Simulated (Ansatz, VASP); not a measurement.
**Cd4SeS3 in VASP and in Ansatz**

```
Cd Se S
1.0
     5.80654    0.00000    0.00000
     0.00000    5.80654    0.00000
     0.00000    0.00000    5.80654
Cd Se S
4 1 3
Direct
  0.24379 0.75621 0.24379
  0.24379 0.24379 0.75621
  0.75621 0.75621 0.75621
  0.75621 0.24379 0.24379
  0.50000 0.50000 0.50000
  0.50000 0.00000 0.00000
  0.00000 0.00000 0.50000
  0.00000 0.50000 0.00000
```

Alike in both runs: functional PBE; k mesh 6 × 6 × 6; occupations gaussian, width 0.02 eV; no spin polarisation.

Ansatz relaxed the structure, and its values are those at the end. VASP's run is a single point on that final structure, the one shown.

|  | VASP | Ansatz |
| --- | --- | --- |
| version | VASP 6.6.1 | Ansatz 0.2.0 |
| potentials or method | VASP PAW PBE potentials, release 64 (Cd, Se, S), cutoff 520 eV | scalar-relativistic, plane waves, PAW |
| valence electrons in the cell | 72 | 114 |

VASP gave:

| Quantity | Value |
| --- | --- |
| gap on the k mesh at the Fermi level (eV) | 1.07 |
| least direct gap on the mesh (eV) | 1.07 |
| pressure (GPa) | 6.5 |
| rms of the force components (eV/Å) | 0.005 |

**Question.** Estimate Ansatz's values.

**Answer.** gap on the k mesh at the Fermi level (eV): 1.07; least direct gap on the mesh (eV): 1.07; pressure (GPa): 6.0; rms of the force components (eV/Å): 0.004.

VASP's potentials hold 72 valence electrons a cell and Ansatz's 114, so a difference there can come from the potentials and not from the codes. Ansatz's warnings: stress scf threshold loose.
